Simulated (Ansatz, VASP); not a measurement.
Rh: VASP beside Ansatz

```
Rh
1.0
     0.00000    1.91877    1.91877
     1.91877    0.00000    1.91877
     1.91877    1.91877    0.00000
Rh
1
Direct
  0.00000 0.00000 0.00000
```

Alike in both runs: task single point; functional r2SCAN; k mesh 18 × 18 × 18; occupations gaussian, width 0.1 eV; no spin polarisation.

|  | VASP | Ansatz |
| --- | --- | --- |
| version | VASP 6.6.1 | Ansatz 0.2.0 |
| potentials or method | VASP PAW PBE potentials, release 64 (Rh_pv), cutoff 520 eV | scalar-relativistic, plane waves, PAW |
| valence electrons in the cell | 15 | 17 |

Ansatz gave:

| Property | Result |
| --- | --- |
| gap on the k mesh at the Fermi level (eV) | none |
| pressure (GPa) | -7.7 |

Problem. What did VASP give for the same quantities?

Solution. gap on the k mesh at the Fermi level (eV): none; pressure (GPa): -6.7.

VASP's potentials were made for PBE, not for r2SCAN. A gap of «none» marks a metal or a gap that the smearing closes. With one functional, cell and mesh, what is left measures potentials, basis and numerics. VASP's potentials hold 15 valence electrons a cell and Ansatz's 17, so a difference there can come from the potentials and not from the codes.
